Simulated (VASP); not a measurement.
# GaAs (F-43m) in VASP: vibrations by perturbation theory with LDA

Aim: the vibrations by perturbation theory of GaAs with LDA.

Everything below comes from runs of VASP 6.6.1. Logs are shortened: lines on timing, memory, paths and dates and some standing lists are left out, and cuts for length are marked.

## Step 1: The cell of the first run

The structure is cubic, space group F-43m (No. 216). The conventional cell has a = 5.640 Å, b = 5.640 Å, c = 5.640 Å, α = 90.00°, β = 90.00°, γ = 90.00°. Within 3.2 Å of Ga (site symmetry -43m) lie 4 As at 2.44 Å. As (site symmetry -43m) has 4 Ga at 2.44 Å within 3.2 Å.

## Step 2: Vibrations by perturbation theory, LDA (22.43 Å³/atom)

File INCAR:

```
SYSTEM = GaAs
PREC = Accurate
ENCUT = 510
EDIFF = 1E-8
ISMEAR = 0
SIGMA = 0.01
LREAL = .FALSE.
LASPH = .TRUE.
NELM = 120
ALGO = Normal
ISIF = 2
LWAVE = .FALSE.
LCHARG = .FALSE.
GGA = CA
NBANDS = 21
IBRION = 8
NSW = 1
LEPSILON = .TRUE.
GGA_COMPAT = .FALSE.
```

File KPOINTS:

```
Automatic mesh
0
G
  12 12 12
  0 0 0
```

File POSCAR:

```
GaAs
1.0
    0.0000000000      2.8201288822      2.8201288822
    2.8201288822      0.0000000000      2.8201288822
    2.8201288822      2.8201288822      0.0000000000
Ga As
1 1
Direct
    0.0000000000      0.0000000000      0.0000000000
    0.7500000000      0.7500000000      0.7500000000
```

Potentials or basis: VASP PAW LDA potentials, release 64 (Ga_d, As_d).

Launch:

```console
cat potpaw_LDA.64/Ga_d/POTCAR potpaw_LDA.64/As_d/POTCAR > POTCAR
mpirun -np 1 vasp_std > vasp.out
```

OUTCAR:

```text
SYSTEM = GaAs
   PREC = Accurate
   ENCUT = 510
   EDIFF = 1E-8
   ISMEAR = 0
   LREAL = .FALSE.
   LASPH = .TRUE.
   NELM = 120
   ISIF = 2
   GGA = CA
   IBRION = 8
   NSW = 1
   LEPSILON = .TRUE.

 ion  position               nearest neighbor table
   1  0.000  0.000  0.000-   2 2.44   2 2.44   2 2.44   2 2.44
   2  0.750  0.750  0.750-   1 2.44   1 2.44   1 2.44   1 2.44

  LATTYP: Found a face centered cubic cell.
 ALAT       =     5.6402577644

  Lattice vectors:

 A1 = (   0.0000000000,   2.8201288822,   2.8201288822)
 A2 = (   2.8201288822,   0.0000000000,   2.8201288822)
 A3 = (   2.8201288822,   2.8201288822,   0.0000000000)

Analysis of symmetry for initial positions (statically):
=====================================================================
 Subroutine PRICEL returns:
 Original cell was already a primitive cell.

 Routine SETGRP: Setting up the symmetry group for a
 face centered cubic supercell.

 Subroutine GETGRP returns: Found 24 space group operations
 (whereof 24 operations were pure point group operations)
 out of a pool of 48 trial point group operations.

The static configuration has the point symmetry T_d .

Analysis of symmetry for dynamics (positions and initial velocities):
=====================================================================
 Subroutine PRICEL returns:
 Original cell was already a primitive cell.

 Routine SETGRP: Setting up the symmetry group for a
 face centered cubic supercell.

 Subroutine GETGRP returns: Found 24 space group operations
 (whereof 24 operations were pure point group operations)
 out of a pool of 48 trial point group operations.

The dynamic configuration has the point symmetry T_d .

 Subroutine INISYM returns: Found 24 space group operations
 (whereof 24 operations are pure point group operations),
 and found     1 'primitive' translations

----------------------------------------------------------------------------------------

                                     Primitive cell

  volume of cell :      44.8577

  direct lattice vectors                    reciprocal lattice vectors
     0.000000000  2.820128882  2.820128882    -0.177296862  0.177296862  0.177296862
     2.820128882  0.000000000  2.820128882     0.177296862 -0.177296862  0.177296862
     2.820128882  2.820128882  0.000000000     0.177296862  0.177296862 -0.177296862

  length of vectors
     3.988264513  3.988264513  3.988264513     0.307087172  0.307087172  0.307087172

  position of ions in fractional coordinates (direct lattice)
     0.000000000  0.000000000  0.000000000
     0.750000000  0.750000000  0.750000000

  ion indices of the primitive-cell ions
   primitive index   ion index
                 1           1
                 2           2

----------------------------------------------------------------------------------------

 KPOINTS: Automatic mesh

Automatic generation of k-mesh.
 Grid dimensions read from file:
 generate k-points for:   12   12   12

 Generating k-lattice:

  Cartesian coordinates                     Fractional coordinates (reciprocal lattice)
[... 724 lines left out ...]

 Free energy of the ion-electron system (eV)
  ---------------------------------------------------
  ---------------------------------------------------
  free energy    TOTEN  =        -3.08777725 eV

  energy without entropy =       -3.08777725

------------------------ aborting loop because EDIFF is reached ----------------------------------------

--------------------------------------- Ionic step        2  -------------------------------------------

------------------------ aborting loop because EDIFF is reached ----------------------------------------

--------------------------------------- Ionic step        3  -------------------------------------------

------------------------ aborting loop because EDIFF is reached ----------------------------------------

 PIEZOELECTRIC TENSOR FIELD DIRECTION 3  (e Angst)
 -----------------------------------------------------------------------------
    -0.00090  3.04144  0.00000           (  0.00000  0.00916  0.00000)
     3.04144 -0.00090  0.00000           (  0.00916  0.00000  0.00000)
     0.00000  0.00000 -0.00047           (  0.00000  0.00000 -0.00000)

 PIEZOELECTRIC TENSOR FIELD DIRECTION 3  (C/m^2)
 -----------------------------------------------------------------------------
    -0.00032  1.08631  0.00000
     1.08631 -0.00032  0.00000
     0.00000  0.00000 -0.00017

--------------------------------------- Ionic step        4  -------------------------------------------

------------------------ aborting loop because EDIFF is reached ----------------------------------------

[... ionic steps 5 to 6 ...]

--------------------------------------- Ionic step        7  -------------------------------------------

 Free energy of the ion-electron system (eV)
  ---------------------------------------------------
  ---------------------------------------------------
  free energy    TOTEN  =        -0.11625840 eV

  energy without entropy =       -0.11625840

------------------------ aborting loop because EDIFF is reached ----------------------------------------

 INTERNAL STRAIN TENSOR  FOR ION    2  DIRECTION 1   (eV/Angst):
 -----------------------------------------------------------------------------
    -0.00585  0.00000  0.00000
     0.00000  0.00434  6.04170
     0.00000  6.04170  0.00434

 MACROSCOPIC STATIC DIELECTRIC TENSOR (including local field effects in DFT)
 ------------------------------------------------------
          25.090666     0.000000    -0.000000
          -0.000000    25.090666    -0.000000
          -0.000000    -0.000000    25.090666
 ------------------------------------------------------

 PIEZOELECTRIC TENSOR (including local field effects)  for field in x, y, z        (e  Angst)
          XX          YY          ZZ          XY          YZ          ZX
  --------------------------------------------------------------------------------
  x     0.00000     0.00000    -0.00000     0.00000     3.04791     0.00000
  y     0.00000    -0.00000     0.00000     0.00000     0.00000     3.04791
  z     0.00000    -0.00000    -0.00000     3.04791     0.00000     0.00000

 PIEZOELECTRIC TENSOR (including local field effects)  for field in x, y, z        (C/m^2)
          XX          YY          ZZ          XY          YZ          ZX
  --------------------------------------------------------------------------------
  x     0.00000     0.00000    -0.00000     0.00000     1.08862     0.00000
  y     0.00000    -0.00000     0.00000     0.00000     0.00000     1.08862
  z     0.00000    -0.00000    -0.00000     1.08862     0.00000     0.00000

 BORN EFFECTIVE CHARGES (including local field effects) (in |e|, cummulative output)
 ---------------------------------------------------------------------------------
 ion    1
    1     2.15342    -0.00000    -0.00000
    2     0.00000     2.15342     0.00000
    3     0.00000     0.00000     2.15342
 ion    2
    1    -2.15342     0.00000     0.00000
    2     0.00000    -2.15342     0.00000
    3    -0.00000    -0.00000    -2.15342

 INTERNAL STRAIN TENSOR FOR ION    2 for displacements in x,y,z  (eV/Angst):
          X           Y           Z          XY          YZ          ZX
  --------------------------------------------------------------------------------
  x     0.00000     0.00000     0.00000     0.00000     6.04170     0.00000
  y     0.00000     0.00000     0.00000     0.00000     0.00000     6.04170
  z     0.00000     0.00000     0.00000     6.04170     0.00000     0.00000

 SECOND DERIVATIVES (NOT SYMMETRIZED)
 ------------------------------------
               1X          1Y          1Z          2X          2Y          2Z
  1X    -9.222392    0.000000    0.000000    9.222392    0.000000    0.000000
  1Y     0.000000   -9.222392    0.000000    0.000000    9.222392    0.000000
  1Z     0.000000    0.000000   -9.222392    0.000000    0.000000    9.222392
  2X     9.296326    0.000000    0.000000   -9.296326    0.000000    0.000000
  2Y     0.000000    9.296326    0.000000    0.000000   -9.296326    0.000000
  2Z     0.000000    0.000000    9.296326    0.000000    0.000000   -9.296326

 Eigenvectors and eigenvalues of the dynamical matrix
 ----------------------------------------------------

   1 f  =    7.915346 THz    49.733584 2PiTHz  264.027513 cm-1    32.735225 meV
             X         Y         Z           dx          dy          dz
      0.000000  0.000000  0.000000     0.000000    0.718316    0.000000
      4.230193  4.230193  4.230193     0.000000   -0.695717    0.000000
[... 21 lines left out ...]
   6 f/i=    0.015792 THz     0.099227 2PiTHz    0.526780 cm-1     0.065312 meV
             X         Y         Z           dx          dy          dz
      0.000000  0.000000  0.000000     0.000000    0.000000   -0.695717
      4.230193  4.230193  4.230193     0.000000    0.000000   -0.718316

--------------------------------------------------------------------------------------------------------

 MACROSCOPIC STATIC DIELECTRIC TENSOR IONIC CONTRIBUTION
 ------------------------------------------------------
           2.020239    -0.000000    -0.000000
          -0.000000     2.020239    -0.000000
          -0.000000    -0.000000     2.020239
 ------------------------------------------------------

 ELASTIC MODULI CONTR FROM IONIC RELAXATION (kBar)
 Direction    XX          YY          ZZ          XY          YZ          ZX
 --------------------------------------------------------------------------------
 XX          -0.0000      0.0000      0.0000     -0.0000      0.0000      0.0000
 YY           0.0000     -0.0000     -0.0000      0.0000     -0.0000     -0.0000
 ZZ           0.0000     -0.0000     -0.0000      0.0000     -0.0000     -0.0000
 XY          -0.0000      0.0000      0.0000   -139.0384      0.0000      0.0000
 YZ           0.0000     -0.0000     -0.0000      0.0000   -139.0384      0.0000
 ZX           0.0000     -0.0000     -0.0000      0.0000      0.0000   -139.0384
 --------------------------------------------------------------------------------

 PIEZOELECTRIC TENSOR IONIC CONTR  for field in x, y, z        (C/m^2)
          XX          YY          ZZ          XY          YZ          ZX
  --------------------------------------------------------------------------------
  x     0.00000    -0.00000    -0.00000     0.00000    -0.49870     0.00000
  y     0.00000    -0.00000    -0.00000     0.00000     0.00000    -0.49870
  z    -0.00000     0.00000     0.00000    -0.49870     0.00000     0.00000
```

Run time: 29 min. Hardware: 1 thread of Intel Xeon 6975P-C (Granite Rapids), shared host; peak memory 0.65 GiB.

Results:

```
Electronic dielectric tensor (diagonal)                 : 25.09
Born charges (mean of the diagonal)                     : Ga +2.15; As -2.15 e
Highest phonon frequency at Γ, LO-TO splitting left out : 264 cm⁻¹
```

Phonon frequencies in cm⁻¹ (negative: imaginary):
| q point | frequencies |
| --- | --- |
| (0.000, 0.000, 0.000) | -1 -1 -1 264 264 264 |

Electronic dielectric tensor:
```
25.09  0.00  0.00
 0.00 25.09  0.00
 0.00  0.00 25.09
```

Born effective charge tensors (e):
atom 1, Ga
```
2.15 0.00 0.00
0.00 2.15 0.00
0.00 0.00 2.15
```
atom 2, As
```
-2.15  0.00  0.00
 0.00 -2.15  0.00
 0.00  0.00 -2.15
```

Caveat: the cell stands under pressure or tension, which shifts response properties.
